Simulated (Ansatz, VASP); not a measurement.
**One calculation of TaF3, two programs**

```xyz
4
Lattice="3.9012 0.0000 0.0000 0.0000 3.9012 0.0000 0.0000 0.0000 3.9012" Properties=species:S:1:pos:R:3 pbc="T T T"
Ta    0.0000    0.0000    0.0000
F     1.9506    0.0000    0.0000
F     0.0000    1.9506    0.0000
F     0.0000    0.0000    1.9506
```

Alike in both runs: task single point; functional LDA; k mesh 4 × 4 × 4; no spin polarisation.

|  | VASP | Ansatz |
| --- | --- | --- |
| version | VASP 6.6.1 | Ansatz 0.2.0 |
| potentials or method | VASP PAW LDA potentials, release 64 (Ta_pv, F) | plane waves, PAW |
| plane-wave cutoff (eV) | 520 | 420 |
| occupations | methfessel-paxton of order 1, width 0.1 eV | cold |
| valence electrons in the cell | 32 | 34 |

```tsv
	VASP	Ansatz	Ansatz less VASP
pressure (GPa)	16.5	15.7	-0.81
```

LDA's correlation is that of Perdew and Zunger in VASP and of Perdew and Wang (1992) in Ansatz. VASP's potentials hold 32 valence electrons a cell and Ansatz's 34, so a difference there can come from the potentials and not from the codes.

The k mesh is coarse, so the values compare programs but aren't converged. Spin-orbit coupling is off throughout.
